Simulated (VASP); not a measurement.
**Au: single point with PBEsol**

Au:

```
CELL_PARAMETERS angstrom
0.00000 1.96024 1.96024
1.96024 0.00000 1.96024
1.96024 1.96024 0.00000
ATOMIC_POSITIONS crystal
Au 0.00000 0.00000 0.00000
```

- Program: VASP 6.6.1
- Task: single point
- Functional: PBEsol
- Potentials or basis: VASP PAW PBE potentials, release 64 (Au)
- Cutoff: 520 eV
- k mesh: 11 × 11 × 11
- Occupations: fermi-dirac, width 0.05 eV
- Spin: no spin polarisation
- Dipole correction: no
- Further INCAR settings: ALGO = Normal; EDIFF = 1e-06; NBANDS = 12

```
Pressure : 29.7 GPa
```

Levels at points of the mesh, in eV from the Fermi level:
```tsv
k point	band 3	band 4	band 5	band 6	band 7	band 8	band 9	band 10
(0.00, 0.00, 0.00)	-5.34	-5.34	-3.44	-3.44	14.32	19.03	19.03	19.03
```

Wall time 11 s on 1 thread of Intel(R) Xeon(R) Platinum 8375C CPU @ 2.90GHz (Ice Lake) (shared host), peak memory 0.14 GiB.

Caveat: the PAW data sets were made with another functional, which shifts forces and pressure a little; spin-orbit coupling is left out, which moves the levels of the heavy elements.
